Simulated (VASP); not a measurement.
Here is a VASP 6.6.1 calculation.

The input INCAR:

```
SYSTEM = SiC
PREC = Accurate ; ENCUT = 520
EDIFF = 1E-8 ; ISMEAR = 0
SIGMA = 0.01 ; LREAL = .False.
LASPH = .True. ; NELM = 60
ALGO = Normal ; ISIF = 2
LWAVE = .False. ; LCHARG = .False.
GGA = PE ; LEPSILON = .True.
```

Contents of KPOINTS:

```
regular mesh
0
Gamma
  8 8 8
  0 0 0
```

POSCAR

```
SiC
1.0
    0.0000000000      2.1780523525      2.1780523525
    2.1780523525      0.0000000000      2.1780523525
    2.1780523525      2.1780523525      0.0000000000
Si C
1 1
Direct
    0.0000000000      0.0000000000      0.0000000000
    0.2500000000      0.2500000000      0.2500000000
```

Potentials or basis: VASP PAW PBE potentials, release 64 (Si, C).

Command:

```sh
$ cat potpaw_PBE.64/Si/POTCAR potpaw_PBE.64/C/POTCAR > POTCAR
$ mpirun -np 1 vasp_std > vasp.out
```

(1) Predict the electronic dielectric tensor (diagonal).

(2) What does it give for the Born charges (mean of the diagonal)?

(3) Predict the band gap on the k mesh.

Results:

(1) 7.11.

(2) Si +2.70; C -2.70 e.

(3) 1.35 eV (least direct gap 4.54 eV).
